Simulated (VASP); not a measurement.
ScB2, 3 atoms in the cell. It takes space group Pm (No. 6, monoclinic). Conventional cell: a = 3.150 Å, b = 3.520 Å, c = 3.150 Å, α = 90.00°, β = 120.00°, γ = 90.00°. Sc (site symmetry m) has 12 B at 2.50 to 2.56 Å and 6 Sc at 3.15 Å within 3.3 Å. Within 2.4 Å of B (site symmetry m) lie 3 B at 1.78 to 1.86 Å. Within 2.4 Å of B (site symmetry m) lie 3 B at 1.78 to 1.86 Å. 

```yaml
Program: VASP 6.6.1
Task: single point
Functional: r2SCAN
Potentials_or_basis: VASP PAW PBE potentials, release 64 (Sc_sv, B)
Cutoff: 520 eV
k_mesh: 8 × 8 × 7
Occupations: fermi-dirac, width 0.15 eV
Spin: no spin polarisation
Dipole_correction: no
Further_INCAR_settings: ALGO = Normal; EDIFF = 1e-07; NBANDS = 16
```

Potentials or basis: VASP PAW PBE potentials, release 64 (Sc_sv, B).

Launch:

```bash
$ cat potpaw_PBE.64/Sc_sv/POTCAR potpaw_PBE.64/B/POTCAR > POTCAR
$ cp INCAR.step1 INCAR
$ mpirun -np 1 vasp_std > vasp.out
$ cp INCAR.step2 INCAR
$ mpirun -np 1 vasp_std > vasp.out
```

Hardware: 1 thread of Intel(R) Xeon(R) Platinum 8259CL CPU @ 2.50GHz (Skylake/Cascade Lake) (shared host).

**Question.** Estimate the wall time of this run.

**Answer.** It took 2.4 min on 1 thread of Intel(R) Xeon(R) Platinum 8259CL CPU @ 2.50GHz (Skylake/Cascade Lake) (shared host), peak memory 0.2 GiB. Counts: k points 136.
